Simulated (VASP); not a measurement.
# Al12H in VASP: a series of runs

Al12H is run at these levels: PBE; tasks: single point.

Program: VASP 6.6.1. These are calculated values, not measurements. Logs are shortened: lines on timing, memory, paths and dates and some standing lists are left out, and cuts for length are marked.

**1. The cell of the first run**

The cell holds a slab with vacuum, 13 atoms: a = 5.714 Å, b = 5.714 Å, c = 21.602 Å, α = 90.00°, β = 90.00°, γ = 120.00°.

**2. Single point, PBE, collinear spin**

File INCAR:

```
SYSTEM = Al12H
PREC = Accurate
ENCUT = 520
EDIFF = 1E-6
ISMEAR = 0
SIGMA = 0.1
LREAL = .FALSE.
LASPH = .TRUE.
NELM = 150
ALGO = Normal
ISIF = 2
LWAVE = .FALSE.
LCHARG = .TRUE.
ISPIN = 2
MAGMOM = 0 0 0 0 0 0 0 0 0 0 0 0 1
LORBIT = 11
LDIPOL = .TRUE.
IDIPOL = 3
DIPOL = 0.5 0.5 0.302
GGA = PE
LELF = .TRUE.
LVHAR = .TRUE.
LVACPOTAV = .TRUE.
NBANDS = 34
```

File KPOINTS:

```
Automatic mesh
0
G
  6 6 1
  0 0 0
```

File POSCAR:

```
Al12H
1.0
    5.7143028096      0.0000000000      0.0000000000
   -2.8571514048      4.9487313980      0.0000000000
    0.0000000000      0.0000000000     21.6016424764
Al H
12 1
Direct
    0.3333333333      0.1666666667      0.1851711047
    0.3333333333      0.6666666667      0.1851711047
    0.8333333333      0.1666666667      0.1851711047
    0.8333333333      0.6666666667      0.1851711047
    0.1666666667      0.3333333333      0.2916873740
    0.1666666667      0.8333333333      0.2916873740
    0.6666666667      0.3333333333      0.2916873740
    0.6666666667      0.8333333333      0.2916873740
    0.0000000000      0.0000000000      0.3981939098
    0.0000000000      0.5000000000      0.3981939098
    0.5000000000      0.0000000000      0.3981939098
    0.5000000000      0.5000000000      0.3981939098
    0.2777777778     -0.2777777778      0.4301359254
```

Potentials or basis: VASP PAW PBE potentials, release 64 (Al, H).

Started as:

```console
> cat potpaw_PBE.64/Al/POTCAR potpaw_PBE.64/H/POTCAR > POTCAR
> mpirun -np 1 vasp_std > vasp.out
```

OUTCAR:

```text
SYSTEM = Al12H
   PREC = Accurate
   ENCUT = 520
   EDIFF = 1E-6
   ISMEAR = 0
   LREAL = .FALSE.
   LASPH = .TRUE.
   NELM = 150
   ISIF = 2
   ISPIN = 2
   LORBIT = 11
   GGA = PE

 ion  position               nearest neighbor table
   1  0.333  0.167  0.185-   5 2.83   6 2.83   7 2.83   4 2.86   2 2.86   2 2.86   4 2.86   3 2.86
                             3 2.86
   2  0.333  0.667  0.185-   6 2.83   5 2.83   8 2.83   3 2.86   1 2.86   1 2.86   3 2.86   4 2.86
                             4 2.86
   3  0.833  0.167  0.185-   7 2.83   8 2.83   5 2.83   4 2.86   2 2.86   4 2.86   2 2.86   1 2.86
                             1 2.86
   4  0.833  0.667  0.185-   8 2.83   7 2.83   6 2.83   3 2.86   1 2.86   3 2.86   1 2.86   2 2.86
                             2 2.86
   5  0.167  0.333  0.292-   9 2.83  12 2.83  10 2.83   1 2.83   2 2.83   3 2.83   8 2.86   6 2.86
                             6 2.86   8 2.86   7 2.86   7 2.86
   6  0.167  0.833  0.292-  10 2.83  11 2.83   9 2.83   2 2.83   1 2.83   4 2.83   7 2.86   5 2.86
                             5 2.86   7 2.86   8 2.86   8 2.86
   7  0.667  0.333  0.292-  11 2.83  10 2.83  12 2.83   3 2.83   4 2.83   1 2.83   8 2.86   6 2.86
                             8 2.86   6 2.86   5 2.86   5 2.86
   8  0.667  0.833  0.292-  12 2.83   9 2.83  11 2.83   4 2.83   3 2.83   2 2.83   7 2.86   5 2.86
                             7 2.86   5 2.86   6 2.86   6 2.86
   9  0.000  0.000  0.398-   5 2.83   8 2.83   6 2.83  10 2.86  12 2.86  10 2.86  12 2.86  11 2.86
                            11 2.86
  10  0.000  0.500  0.398-  13 1.61   6 2.83   7 2.83   5 2.83  11 2.86   9 2.86   9 2.86  11 2.86
                            12 2.86  12 2.86
  11  0.500  0.000  0.398-  13 1.61   7 2.83   6 2.83   8 2.83  12 2.86  10 2.86  12 2.86  10 2.86
                             9 2.86   9 2.86
  12  0.500  0.500  0.398-   8 2.83   5 2.83   7 2.83   9 2.86  11 2.86  11 2.86   9 2.86  10 2.86
                            10 2.86
  13  0.278  0.722  0.430-  11 1.61  10 1.61

  LATTYP: Found a hexagonal cell.
 ALAT       =     5.7143028096
 C/A-ratio  =     3.7802761240

  Lattice vectors:

 A1 = (   5.7143028096,   0.0000000000,   0.0000000000)
 A2 = (  -2.8571514048,   4.9487313980,   0.0000000000)
 A3 = (   0.0000000000,   0.0000000000,  21.6016424764)

Analysis of symmetry for initial positions (statically):
=====================================================================
 Subroutine PRICEL returns:
 Original cell was already a primitive cell.

 Routine SETGRP: Setting up the symmetry group for a
 hexagonal supercell.

 Subroutine GETGRP returns: Found  2 space group operations
[... 631 lines left out ...]

 spin component 2

 k-point     1 :       0.0000    0.0000    0.0000
  band No.  band energies     occupation
      1     -10.7033      1.00000
      2      -9.3308      1.00000
      3      -7.1757      1.00000
      4      -5.4020      1.00000
      5      -4.6802      1.00000
      6      -4.6783      1.00000
[... 418 lines left out ...]
     29       3.2945      0.00000
     30       3.3665      0.00000
 [bands above 30 left out]

------------------------ aborting loop because EDIFF is reached ----------------------------------------

  FORCE on cell =-STRESS in cart. coord.  units (eV):
  Direction    XX          YY          ZZ          XY          YZ          ZX
  --------------------------------------------------------------------------------------
  -------------------------------------------------------------------------------------
  Total       -1.0520202      0.5834344      1.3577373      1.4163452     -0.3978606      0.6891147
  in kB       -2.7592480      1.5302371      3.5610856      3.7148031     -1.0435123      1.8074162
  external PRESSURE =       0.7773582 kB  Pullay stress =       0.0000000 kB

 VOLUME and BASIS-vectors are now :
 -----------------------------------------------------------------------------
  energy-cutoff  :      520.00
  volume of cell :      610.86
      direct lattice vectors                 reciprocal lattice vectors
     5.714302810  0.000000000  0.000000000     0.174999476  0.101035995  0.000000000
    -2.857151405  4.948731398  0.000000000     0.000000000  0.202071990  0.000000000
     0.000000000  0.000000000 21.601642476     0.000000000  0.000000000  0.046292776

 POSITION                                       TOTAL-FORCE (eV/Angst)
 -----------------------------------------------------------------------------------
      1.42858      0.82479      4.00000        -0.037033     -0.020970     -0.068764
     -0.00000      3.29915      4.00000         0.046854     -0.027051      0.029446
      4.28573      0.82479      4.00000         0.032828     -0.018953     -0.089864
      2.85715      3.29915      4.00000        -0.000356      0.042556     -0.068764
      0.00000      1.64958      6.30093        -0.058199      0.051339      0.072601
     -1.42858      4.12394      6.30093        -0.041325      0.023859      0.078863
      2.85715      1.64958      6.30093        -0.042667      0.024634     -0.010701
      1.42858      4.12394      6.30093        -0.073560      0.024732      0.072601
      0.00000      0.00000      8.60164        -0.261221      0.150816      0.036269
     -1.42858      2.47437      8.60164        -1.104538     -1.099486     -0.681550
      2.85715      0.00000      8.60164         0.399913      1.506301     -0.681550
      1.42858      2.47437      8.60164         0.577633     -0.333496     -0.081244
     -0.47619      3.57408      9.29164         0.561671     -0.324281      1.392657
 -----------------------------------------------------------------------------------
    total drift:                               -0.000036      0.000021     -0.000002

  FREE ENERGIE OF THE ION-ELECTRON SYSTEM (eV)
  ---------------------------------------------------
  free  energy   TOTEN  =       -44.8794021152 eV

  energy  without entropy=      -44.8560421353  energy(sigma->0) =      -44.86772213

 vacuum level on the upper side and lower side of the slab         3.854         3.959

 total charge

# of ion       s       p       d       tot
------------------------------------------
    1        0.454   0.310   0.000   0.764
    2        0.450   0.310   0.000   0.760
    3        0.454   0.311   0.000   0.764
    4        0.454   0.310   0.000   0.764
    5        0.432   0.347   0.000   0.779
    6        0.428   0.351   0.000   0.779
    7        0.435   0.347   0.000   0.782
    8        0.432   0.347   0.000   0.779
    9        0.448   0.317   0.000   0.765
   10        0.442   0.343   0.000   0.784
   11        0.442   0.343   0.000   0.784
   12        0.463   0.301   0.000   0.764
   13        0.602   0.018   0.000   0.620
--------------------------------------------------
tot          5.933   3.956   0.000   9.889

 magnetization (x)

# of ion       s       p       d       tot
------------------------------------------
    1       -0.000   0.000   0.000  -0.000
    2       -0.000   0.000   0.000  -0.000
    3       -0.000   0.000   0.000  -0.000
    4       -0.000   0.000   0.000  -0.000
    5       -0.000   0.000   0.000  -0.000
    6       -0.000   0.000   0.000  -0.000
    7       -0.000   0.000   0.000   0.000
    8       -0.000   0.000   0.000  -0.000
    9        0.000  -0.000   0.000   0.000
   10        0.000   0.000   0.000   0.000
   11        0.000   0.000   0.000   0.000
   12        0.000   0.000   0.000   0.000
   13       -0.000   0.000   0.000  -0.000
--------------------------------------------------
tot         -0.000   0.000   0.000   0.000
```

Run time: 33 min. Hardware: 1 thread of Oxide Virtual Turin-like, shared host; peak memory 1 GiB.

Results:

```
Free energy                                           : -44.8794 eV
Largest force                                         : 1.701 eV/Å
Net moment                                            : 0.00 μB per cell
Valence electrons inside the program's atomic spheres : Al 0.76, 0.78, 0.77 (each value once); H 0.62
```

Forces in eV/Å, atoms in the order of the input:
```
Al  -0.037 -0.021 -0.069
Al   0.047 -0.027  0.029
Al   0.033 -0.019 -0.090
Al   0.000  0.043 -0.069
Al  -0.058  0.051  0.073
Al  -0.041  0.024  0.079
Al  -0.043  0.025 -0.011
Al  -0.074  0.025  0.073
Al  -0.261  0.151  0.036
Al  -1.105 -1.099 -0.682
Al   0.400  1.506 -0.682
Al   0.578 -0.333 -0.081
H    0.562 -0.324  1.393
```

**3. Single point, PBE, collinear spin**

File INCAR:

```
SYSTEM = Al12H
PREC = Accurate
ENCUT = 520
EDIFF = 1E-6
ISMEAR = 0
SIGMA = 0.1
LREAL = .FALSE.
LASPH = .TRUE.
NELM = 150
ALGO = Fast
ISIF = 2
LWAVE = .FALSE.
LCHARG = .FALSE.
ISPIN = 2
MAGMOM = 0 0 0 0 0 0 0 0 0 0 0 0 1
LORBIT = 11
LDIPOL = .TRUE.
IDIPOL = 3
DIPOL = 0.5 0.5 0.306
GGA = PE
NBANDS = 34
```

KPOINTS is that of step 2.

POSCAR: that of step 2 with these lines changed.

```diff
@@ -20,2 +20,2 @@
     0.5000000000      0.5000000000      0.3981939098
-    0.2777777778     -0.2777777778      0.4301359254
+    0.3888888889     -0.3888888889      0.4755028460
```

Potentials or basis: VASP PAW PBE potentials, release 64 (Al, H).

Started as:

```console
> cat potpaw_PBE.64/Al/POTCAR potpaw_PBE.64/H/POTCAR > POTCAR
> mpirun -np 1 vasp_std > vasp.out
```

Run time: 29 min. Hardware: 1 thread of Oxide Virtual Turin-like, shared host; peak memory 0.97 GiB.

Results (log left out):

```
Free energy                                           : -44.7735 eV
Largest force                                         : 1.349 eV/Å
Net moment                                            : 0.00 μB per cell
Valence electrons inside the program's atomic spheres : Al 0.77, 0.76, 0.78, 0.74 (each value once); H 0.46
```

Forces on the atoms (eV/Å):
```
Al  -0.046 -0.073 -0.128
Al  -0.046  0.027  0.016
Al   0.031 -0.018 -0.101
Al   0.040  0.076 -0.128
Al  -0.034 -0.016  0.154
Al  -0.036  0.021 -0.010
Al   0.099 -0.057 -0.098
Al  -0.003  0.037  0.154
Al   0.086 -0.050 -0.022
Al  -0.189 -0.075  0.119
Al  -0.029  0.201  0.119
Al  -0.223  0.129  1.211
H    0.350 -0.202 -1.287
```

Levels at points of the mesh, in eV from the Fermi level:
Spin up:
```csv
k point,band 15,band 16,band 17,band 18,band 19,band 20,band 21,band 22
"(0.00, 0.00, 0.00)",-2.78,-2.77,-1.51,-0.44,-0.42,-0.26,-0.22,-0.18
"(0.50, 0.00, 0.00)",-0.63,-0.55,-0.38,-0.27,0.07,0.89,0.93,1.26
"(0.50, 0.50, 0.00)",-0.65,-0.55,-0.49,-0.27,0.13,0.90,1.04,1.25
```
Spin down:
| k point | band 14 | band 15 | band 16 | band 17 | band 18 | band 19 | band 20 | band 21 | band 22 | band 23 |
| --- | --- | --- | --- | --- | --- | --- | --- | --- | --- | --- |
| (0.00, 0.00, 0.00) | -2.88 | -2.78 | -2.77 | -1.51 | -0.44 | -0.42 | -0.26 | -0.22 | -0.18 | 0.11 |
| (0.50, 0.00, 0.00) | -1.66 | -0.63 | -0.55 | -0.38 | -0.27 | 0.07 | 0.89 | 0.93 | 1.26 | 1.41 |
| (0.50, 0.50, 0.00) | -1.66 | -0.65 | -0.55 | -0.49 | -0.27 | 0.13 | 0.90 | 1.04 | 1.25 | 1.44 |

[end of part 1 of 2]
